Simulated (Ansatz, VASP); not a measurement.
One calculation of Al2N, two programs

```
Al N
1.0
     3.43257    0.00000    0.00000
    -1.71628    2.97269    0.00000
     0.00000    0.00000    8.40794
Al N
4 2
Cartesian
  0.0000 0.0000 3.1950
  0.0000 0.0000 5.2129
  1.7163 0.9909 0.1934
  0.0000 1.9818 8.2146
  1.7163 0.9909 2.5728
  0.0000 1.9818 5.8351
```

Change from the starting cell: species swapped into the B2O type (P-3m1, No. 164).

Alike in both runs: task relaxation of cell and atoms; functional PBE; k mesh 5 × 5 × 2; occupations gaussian, width 0.2 eV; no spin polarisation.

|  | VASP | Ansatz |
| --- | --- | --- |
| version | VASP 6.6.1 | Ansatz 0.2.0 |
| potentials or method | VASP PAW PBE potentials, release 64 (Al, N), cutoff 600 eV | scalar-relativistic, plane waves, PAW |
| valence electrons in the cell | 22 | 22 |

VASP gave:

* gap on the k mesh at the Fermi level, each at its own relaxed structure (eV): none
* relaxed volume (Å³/atom): 13.84
* relaxed cell length with the largest relative difference (Å): 10.268

**Question.** Estimate Ansatz's values.

**Answer.** gap on the k mesh at the Fermi level, each at its own relaxed structure (eV): none; relaxed volume (Å³/atom): 13.91; relaxed cell length with the largest relative difference (Å): 10.358.

A gap of «none» marks a metal or a gap that the smearing closes.

The k mesh is coarse, so the values compare programs but aren't converged.
